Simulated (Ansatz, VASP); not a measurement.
**Two plane-wave programs on TiO2**

INCAR

```
PREC = Accurate ; ENCUT = 520
EDIFF = 1E-7 ; ISMEAR = 0
SIGMA = 0.02 ; LREAL = False
LASPH = True ; NELM = 60
ALGO = Normal ; ISIF = 2
LWAVE = False ; LCHARG = False
GGA = PE ; NBANDS = 33
```

Contents of KPOINTS:

```
Automatic mesh
0
Gamma
  6 6 4
```

Contents of POSCAR:

```
TiO2
1.0
    2.6805548658     -2.7284128728     -0.0617389515
    2.6752617647      2.7231209861     -0.0543959535
   -2.7090875630      0.0090815493      4.8052823094
Ti O
2 4
Direct
    0.1219484995      0.8575515384      0.2362471605
    0.8755807488      0.1482181876      0.7558577591
    0.3540058329      0.0989456189      0.6738295210
    0.6731971283      0.9418963086      0.3216654504
    0.9681807552      0.6826863602      0.8467382601
    0.0640405078      0.3491038293      0.1745947979
```

Input for Ansatz:

```yaml
crystal:
  lattice:
    - [2.6805548658, -2.7284128728, -0.0617389515]
    - [2.6752617647, 2.7231209861, -0.0543959535]
    - [-2.709087563, 0.0090815493, 4.8052823094]
  atoms:
    - { symbol: Ti, position: [0.1219484995, 0.8575515384, 0.2362471605] }
    - { symbol: Ti, position: [0.8755807488, 0.1482181876, 0.7558577591] }
    - { symbol: O, position: [0.3540058329, 0.0989456189, 0.673829521] }
    - { symbol: O, position: [0.6731971283, 0.9418963086, 0.3216654504] }
    - { symbol: O, position: [0.9681807552, 0.6826863602, 0.8467382601] }
    - { symbol: O, position: [0.0640405078, 0.3491038293, 0.1745947979] }
basis:
  ecutwfc: 420
kpoints:
  mp_grid: { grid: [6, 6, 4] }
hamiltonian:
  xc: pbe
scf:
  occupations: { method: gaussian, width: 0.02 }
output:
  forces: true
  stress: true
  eigenvalues: true
```

Change from the starting cell: kmesh displaced: [6, 6, 4] Gamma-centred.

Alike in both runs: task single point; functional PBE; k mesh 6 × 6 × 4; occupations gaussian, width 0.02 eV; no spin polarisation.

```csv
,VASP,Ansatz
version,VASP 6.6.1,Ansatz 0.2.0
potentials or method,"VASP PAW PBE potentials, release 64 (Ti_sv, O), cutoff 520 eV","scalar-relativistic, plane waves, PAW"
valence electrons in the cell,48,48
```

|  | VASP | Ansatz | Ansatz less VASP |
| --- | --- | --- | --- |
| gap on the k mesh at the Fermi level (eV) | 2.19 | 2.21 | +0.022 |
| least direct gap on the mesh (eV) | 2.60 | 2.62 | +0.020 |
| pressure (GPa) | 2.7 | 2.0 | -0.69 |
| traceless stress, the component that is largest in VASP (GPa) | 5.41 | 5.39 | -0.021 |
| rms of the force components (eV/Å) | 0.629 | 0.613 | -0.0160 |

Atom by atom the forces differ by 0.031 eV/Å (rms over components).
